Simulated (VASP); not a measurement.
A run of VASP 6.6.1 is set up as follows.

POSCAR

```
Zr2B
1.0
    4.2452111776      0.0000000000      0.0000000000
    0.0000000000      5.1812474810      0.0000000000
    0.0000000000      0.0000000000      3.2344829978
Zr B
4 2
Direct
    0.2004000000      0.3787000000      0.0000000000
    0.7996000000      0.6213000000      0.0000000000
    0.7004000000      0.1213000000      0.5000000000
    0.2996000000      0.8787000000      0.5000000000
    0.0000000000      0.0000000000      0.0000000000
    0.5000000000      0.5000000000      0.5000000000
```

INCAR.step1

```
SYSTEM = Zr2B
  PREC = Accurate
  ENCUT = 520
  ISMEAR = 0
  SIGMA = 0.1
  LREAL = .FALSE.
  LASPH = .TRUE.
  NELM = 80
  NBANDS = 36
  GGA = PE
  ALGO = Normal
  EDIFF = 1E-4
  LWAVE = .TRUE.
  LCHARG = .FALSE.
```

Contents of INCAR.step2:

```
SYSTEM = Zr2B
  PREC = Accurate
  ENCUT = 520
  EDIFF = 1E-7
  ISMEAR = 0
  SIGMA = 0.1
  LREAL = .FALSE.
  LASPH = .TRUE.
  NELM = 80
  ALGO = Normal
  ISIF = 2
  LWAVE = .FALSE.
  LCHARG = .FALSE.
  METAGGA = R2SCAN
  LMIXTAU = .TRUE.
  NBANDS = 36
  ISTART = 1
```

KPOINTS

```
Automatic mesh
0
G
  4 4 6
  0 0 0
```

Potentials or basis: VASP PAW PBE potentials, release 64 (Zr_sv, B).

Command:

```sh
$ cat potpaw_PBE.64/Zr_sv/POTCAR potpaw_PBE.64/B/POTCAR > POTCAR
$ cp INCAR.step1 INCAR
$ mpirun -np 1 vasp_std > vasp.out
$ cp INCAR.step2 INCAR
$ mpirun -np 1 vasp_std > vasp.out
```

(1) Estimate the largest force.

(2) Estimate the band gap on the k mesh.

Results:

(1) 4.385 eV/Å.

(2) zero (bands 27 and 28 overlap by 2.35 eV).

Caveat: the k points lie up to 0.37 Å⁻¹ apart, too coarse for converged energies and pressures of a metal; the PAW data sets were made with another functional, which shifts forces and pressure a little.
